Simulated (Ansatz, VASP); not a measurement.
# Two plane-wave programs on Pt

```
Pt
1.0
     2.87905    0.00000    0.00000
    -1.43952    2.49333    0.00000
     0.00000    0.00000    9.68617
Pt
4
Direct
  0.00000 0.00000 0.00000
  0.00000 0.00000 0.50000
  0.33333 0.66667 0.25000
  0.66667 0.33333 0.75000
```

Alike in both runs: task single point; functional BLYP; k mesh 14 × 14 × 4; occupations fermi-dirac, width 0.1 eV; no spin polarisation.

|  | VASP | Ansatz |
| --- | --- | --- |
| version | VASP 6.6.1 | Ansatz 0.2.0 |
| potentials or method | VASP PAW PBE potentials, release 64 (Pt), cutoff 520 eV | plane waves (420 eV) with PAW, scalar-relativistic |
| valence electrons in the cell | 40 | 72 |

Ansatz gave:

| Property | Result |
| --- | --- |
| pressure (GPa) | -6.9 |
| traceless stress, the component that is largest in VASP (GPa) | 0.24 |

Which values does VASP return?

Pressure (GPa): -6.2; traceless stress, the component that is largest in VASP (GPa): 0.10.

VASP's potentials were made for PBE, not for BLYP. With one functional, cell and mesh, what is left measures potentials, basis and numerics. VASP's potentials hold 40 valence electrons a cell and Ansatz's 72, so a difference there can come from the potentials and not from the codes.

Spin-orbit coupling is off throughout.
